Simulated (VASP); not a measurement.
# ZnCu (P4/mmm) in VASP: a series of runs, part 2 of 2

VASP 6.6.1.

### 3 Single point, PBEsol (strain +0.030 along x and y, +0.015 along z)

INCAR

```
ALGO = Fast
EDIFF = 1E-7
ENCUT = 520
GGA = PS
ISIF = 2
ISMEAR = 0
LASPH = True
LCHARG = False
LREAL = False
LWAVE = False
NBANDS = 18
NELM = 80
PREC = Accurate
SIGMA = 0.15
```

KPOINTS

```
k-points
0
Gamma
  16 16 16
```

POSCAR

```
ZnCu
1.0
    3.0333500000      0.0000000000      0.0000000000
    0.0000000000      3.0333500000      0.0000000000
    0.0000000000      0.0000000000      2.9891750000
Zn Cu
1 1
Direct
    0.5000000000      0.5000000000      0.5000000000
    0.0000000000      0.0000000000      0.0000000000
```

Potentials or basis: VASP PAW PBE potentials, release 64 (Zn, Cu).

Started as:

```sh
$ cat potpaw_PBE.64/Zn/POTCAR potpaw_PBE.64/Cu/POTCAR > POTCAR
$ mpirun -np 1 vasp_std > vasp.out
```

OUTCAR:

```text
EDIFF = 1E-7
   ENCUT = 520
   GGA = PS
   ISIF = 2
   ISMEAR = 0
   LASPH = True
   LREAL = False
   NELM = 80
   PREC = Accurate

 ion  position               nearest neighbor table
   1  0.500  0.500  0.500-   2 2.61   2 2.61   2 2.61   2 2.61   2 2.61   2 2.61   2 2.61   2 2.61

   2  0.000  0.000  0.000-   1 2.61   1 2.61   1 2.61   1 2.61   1 2.61   1 2.61   1 2.61   1 2.61

  LATTYP: Found a simple tetragonal cell.
 ALAT       =     3.0333500000
 C/A-ratio  =     0.9854368932

  Lattice vectors:

 A1 = (   3.0333500000,   0.0000000000,   0.0000000000)
 A2 = (   0.0000000000,   3.0333500000,   0.0000000000)
 A3 = (   0.0000000000,   0.0000000000,   2.9891750000)

Analysis of symmetry for initial positions (statically):
=====================================================================
 Subroutine PRICEL returns:
 Original cell was already a primitive cell.

 Routine SETGRP: Setting up the symmetry group for a
 simple tetragonal supercell.

 Subroutine GETGRP returns: Found 16 space group operations
 (whereof 16 operations were pure point group operations)
 out of a pool of 16 trial point group operations.

The static configuration has the point symmetry D_4h.

Analysis of symmetry for dynamics (positions and initial velocities):
=====================================================================
 Subroutine PRICEL returns:
 Original cell was already a primitive cell.

 Routine SETGRP: Setting up the symmetry group for a
 simple tetragonal supercell.

 Subroutine GETGRP returns: Found 16 space group operations
 (whereof 16 operations were pure point group operations)
 out of a pool of 16 trial point group operations.

The dynamic configuration has the point symmetry D_4h.

[... 106 lines left out ...]
   POTIM  = 0.5000    time-step for ionic-motion
   TEBEG  =    0.0;   TEEND  =   0.0 temperature during run
   PSTRESS=    0.0 pullay stress
   NELECT =      23.0000    total number of electrons
   NUPDOWN=      -1.0000    fix difference up-down
   EMIN   =  10.00;   EMAX   =-10.00  energy-range for DOS
   EFERMI =   0.00;   METHOD = LEGACY
   ISMEAR =     0;   SIGMA  =   0.15  broadening in eV -4-tet -1-fermi 0-gaus
   EFERMI_NEDOS =   21; number of points for ismear=-14 and -15
   IALGO  =     68    algorithm
   IMIX   =      4    mixing-type and parameters
     AMIX     =   0.40;   BMIX     =  1.00
     AMIX_MAG =   1.60;   BMIX_MAG =  1.00
  volume/ion in A,a.u.               =      13.75        92.80
  Fermi-wavevector in a.u.,A,eV,Ry     =   1.542358  2.914635 32.366485  2.378870
  Thomas-Fermi vector in A             =   2.648174
   LORBIT       =      0    0 simple, 1 ext, 2 COOP (PROOUT), +10 PAW based schemes
   GGA     = PS    functional components
   LHFCALC =     F    Hartree Fock is set to
   AEXX    =    0.0000 exact exchange contribution
   IVDW    =     0    specifies the selected vdW correction
   LEPSILON=     F    determine dielectric tensor
   LRPA    =     F    only Hartree local field effects (RPA)
 non-spin polarized calculation
 RMM-DIIS sequential band-by-band and
 Gauss-broadening in eV      SIGMA  =   0.15
  energy-cutoff  :      520.00
  volume of cell :       27.50
 maximum number of plane-waves:       754
 NGX is ok and might be reduce to    24
   NGX = 11   NGY = 11   NGZ = 11

 number of electron      23.0000025 magnetization

 Free energy of the ion-electron system (eV)
  ---------------------------------------------------
  ext. energy  EPLUGINS =         0.00000000
  ---------------------------------------------------
  free energy    TOTEN  =        -5.99144760 eV

  energy without entropy =       -5.98445311  energy(sigma->0) =       -5.98795035

 E-fermi :   4.6483     XC(G=0): -12.1548

 val. band max:        4.6359203279   @ k =   0.4375   0.3125   0.4375
 cond. band min:       4.6735327743   @ k =   0.1250   0.0000   0.3125
 fundamental gap:      0.0376124464
 Fermi energy:         4.6482588859

 k-point     1 :       0.0000    0.0000    0.0000
  band No.  band energies     occupation
      1      -5.1200      2.00000
      2      -2.9093      2.00000
      3      -2.9006      2.00000
      4      -2.3300      2.00000
      5      -2.3136      2.00000
      6      -2.3136      2.00000
[... 481 lines left out ...]
      5      -2.2916      2.00000
      6      -0.7060      2.00000
[... 10 lines left out ...]
     17      18.3423      0.00000
     18      19.1495      0.00000

 [... further k-points ...]
[... 5 lines left out ...]
  --------------------------------------------------------------------------------------
  -------------------------------------------------------------------------------------
  Total       -1.8377646     -1.8377646     -1.8531881      0.0000000      0.0000000      0.0000000
  in kB     -107.0542875   -107.0542875   -107.9527491      0.0000000      0.0000000      0.0000000
  external PRESSURE =    -107.3537747 kB  Pullay stress =       0.0000000 kB

 VOLUME and BASIS-vectors are now :
 -----------------------------------------------------------------------------
  energy-cutoff  :      520.00
  volume of cell :       27.50
      direct lattice vectors                 reciprocal lattice vectors
     3.033350000  0.000000000  0.000000000     0.329668518  0.000000000  0.000000000
     0.000000000  3.033350000  0.000000000     0.000000000  0.329668518  0.000000000
     0.000000000  0.000000000  2.989175000     0.000000000  0.000000000  0.334540467

 POSITION                                       TOTAL-FORCE (eV/Angst)
 -----------------------------------------------------------------------------------
      1.51667      1.51667      1.49459         0.000000      0.000000      0.000000
      0.00000      0.00000      0.00000         0.000000      0.000000      0.000000
 -----------------------------------------------------------------------------------
    total drift:                                0.000000      0.000000     -0.000000

  FREE ENERGIE OF THE ION-ELECTRON SYSTEM (eV)
  ---------------------------------------------------
  free  energy   TOTEN  =        -5.9914475967 eV

  energy  without entropy=       -5.9844531072  energy(sigma->0) =       -5.98795035
```

OSZICAR:

```text
N       E                     dE             d eps       ncg     rms          rms(c)
DAV:   1     0.115020965668E+03    0.11502E+03   -0.11260E+04 15556   0.206E+03
DAV:   2    -0.226224467910E+01   -0.11728E+03   -0.11246E+03 14634   0.298E+02
DAV:   3    -0.718721824196E+01   -0.49250E+01   -0.48687E+01 16646   0.759E+01
DAV:   4    -0.722817283137E+01   -0.40955E-01   -0.40938E-01 16720   0.640E+00
DAV:   5    -0.722873459737E+01   -0.56177E-03   -0.56175E-03 16512   0.778E-01    0.978E+00
RMM:   6    -0.721701123220E+01    0.11723E-01   -0.11156E+01 16831   0.530E+01    0.748E+00
RMM:   7    -0.599643070634E+01    0.12206E+01   -0.28770E+00 16389   0.260E+01    0.206E+00
RMM:   8    -0.599696340750E+01   -0.53270E-03   -0.39530E-02 16861   0.327E+00    0.982E-01
RMM:   9    -0.599273471124E+01    0.42287E-02   -0.15829E-02 16817   0.205E+00    0.320E-01
RMM:  10    -0.599132836246E+01    0.14063E-02   -0.70240E-03 17332   0.108E+00    0.767E-02
RMM:  11    -0.599141769327E+01   -0.89331E-04   -0.11606E-03 18604   0.397E-01    0.235E-02
RMM:  12    -0.599144908547E+01   -0.31392E-04   -0.28570E-04 18302   0.179E-01    0.374E-02
RMM:  13    -0.599150199413E+01   -0.52909E-04   -0.35739E-04 17532   0.296E-01    0.633E-02
RMM:  14    -0.599144449085E+01    0.57503E-04   -0.14246E-04 17560   0.157E-01    0.618E-03
RMM:  15    -0.599144733779E+01   -0.28469E-05   -0.26386E-05 18304   0.406E-02    0.521E-03
RMM:  16    -0.599144760869E+01   -0.27090E-06   -0.26673E-06 17583   0.180E-02    0.414E-03
RMM:  17    -0.599144759670E+01    0.11993E-07   -0.63785E-07 14628   0.663E-03
   1 F= -.59914476E+01 E0= -.59879504E+01  d E =-.699449E-02
```

stdout:

```text
POSCAR found type information on POSCAR ZnCu
 POSCAR found :  2 types and       2 ions
 scaLAPACK will be used
 -----------------------------------------------------------------------------
|                                                                             |
|                                                                             |
|     You enforced a specific xc type in the INCAR file but a different       |
|     I HOPE YOU KNOW WHAT YOU ARE DOING!                                     |
|                                                                             |
 -----------------------------------------------------------------------------

 LDA part: xc-table for (Slater+PW92), standard interpolation
 POSCAR, INCAR and KPOINTS ok, starting setup
 FFT: planning ... GRIDC
 FFT: planning ... GRID_SOFT
 FFT: planning ... GRID
 WAVECAR not read
 entering main loop
WARNING in EDDRMM: call to ZHEGV failed, returncode =   6  3     17
```

It took 62 s on 1 thread of Intel Xeon 6975P-C (Granite Rapids), shared host; peak memory 0.31 GiB.

Results:

```yaml
Free_energy: -5.9914 eV
Pressure: -10.7 GPa
Band_gap_on_the_k_mesh: zero (an odd number of electrons rules out a gap without spin polarisation)
```

Stress tensor (GPa, compression positive):
```
-10.71   0.00   0.00
  0.00 -10.71   0.00
  0.00   0.00 -10.80
```

Caveat: the cell differs from its parent crystal (strain +0.030 along x and y, +0.015 along z); the cell stands under tension; the PAW data sets were made with another functional, which shifts forces and pressure a little.

### 4 Single point, PBEsol (strain +0.000 along x and y, -0.015 along z)

INCAR

```
ALGO = Fast
EDIFF = 1E-6
ENCUT = 520
GGA = PS
ISIF = 2
ISMEAR = 0
LASPH = True
LCHARG = False
LREAL = False
LWAVE = False
NBANDS = 18
NELM = 100
PREC = Accurate
SIGMA = 0.15
```

KPOINTS is that of step 3.

POSCAR

```
ZnCu
1.0
    2.9450000000      0.0000000000      0.0000000000
    0.0000000000      2.9450000000      0.0000000000
    0.0000000000      0.0000000000      2.9008250000
Zn Cu
1 1
Direct
    0.5000000000      0.5000000000      0.5000000000
    0.0000000000      0.0000000000      0.0000000000
```

Started as:

```sh
$ cat potpaw_PBE.64/Zn/POTCAR potpaw_PBE.64/Cu/POTCAR > POTCAR
$ mpirun -np 1 vasp_std > vasp.out
```

Run time: 3.1 min. Hardware: 1 thread of Oxide Virtual Turin-like, shared host; peak memory 0.26 GiB.

The run converged. Its results:

| Quantity | Value |
| --- | --- |
| Free energy | -6.0940 eV |
| Pressure | -2.2 GPa |
| Band gap on the k mesh | zero (an odd number of electrons rules out a gap without spin polarisation) |

Levels at points of the mesh, in eV from the Fermi level:
```
           k point  band 8  band 9  band 10  band 11  band 12  band 13  band 14  band 15  band 16  band 17
(0.00, 0.00, 0.00)   -3.60   -2.76    -2.75    -2.75     6.07     6.07     6.61    11.22    11.43    12.58
(0.50, 0.00, 0.00)   -3.75   -3.34    -3.28    -2.82    -2.05    11.60    12.09    12.22    12.74    13.53
(0.50, 0.50, 0.00)   -2.89   -2.89    -2.53    -2.02    -2.02     1.72     2.04    14.32    15.91    15.91
(0.00, 0.00, 0.50)   -3.73   -3.34    -3.34    -2.85    -1.95    11.76    11.76    12.36    12.36    13.49
(0.50, 0.00, 0.50)   -2.91   -2.90    -2.50    -1.94    -1.91     1.87     2.21    13.93    15.49    15.51
(0.50, 0.50, 0.50)   -4.35   -2.50    -2.47     3.94     4.32     4.39     4.39     4.47     4.60     4.60
```

Caveat: the cell differs from its parent crystal (strain +0.000 along x and y, -0.015 along z); the PAW data sets were made with another functional, which shifts forces and pressure a little.

### 5 The runs side by side

```tsv
cell	further INCAR settings	gap on the mesh (eV)	pressure (GPa)
a = 2.989, b = 2.989, c = 3.033 Å, 2 atoms	ALGO = Fast; EDIFF = 1e-06; NBANDS = 18	none	-9.6
a = 3.033, b = 3.033, c = 2.989 Å, 2 atoms	ALGO = Fast; EDIFF = 1e-07; NBANDS = 18	none	-10.7
a = 2.945, b = 2.945, c = 2.901 Å, 2 atoms	ALGO = Fast; EDIFF = 1e-06; NBANDS = 18	none	-2.2
```

Alike in all rows: task single point; level PBEsol; potentials or basis VASP PAW PBE potentials, release 64 (Zn, Cu); no spin polarisation; k mesh 16 × 16 × 16; cutoff (eV) 520; smearing gaussian 0.15 eV.

Caveats: the PAW data sets were made with another functional, which shifts forces and pressure a little; the cell stands under tension (at least some runs).

Absolute energies hang on the potentials; compare differences alone.

The gap in the log of VASP goes by the Fermi energy; the results here count the filled bands.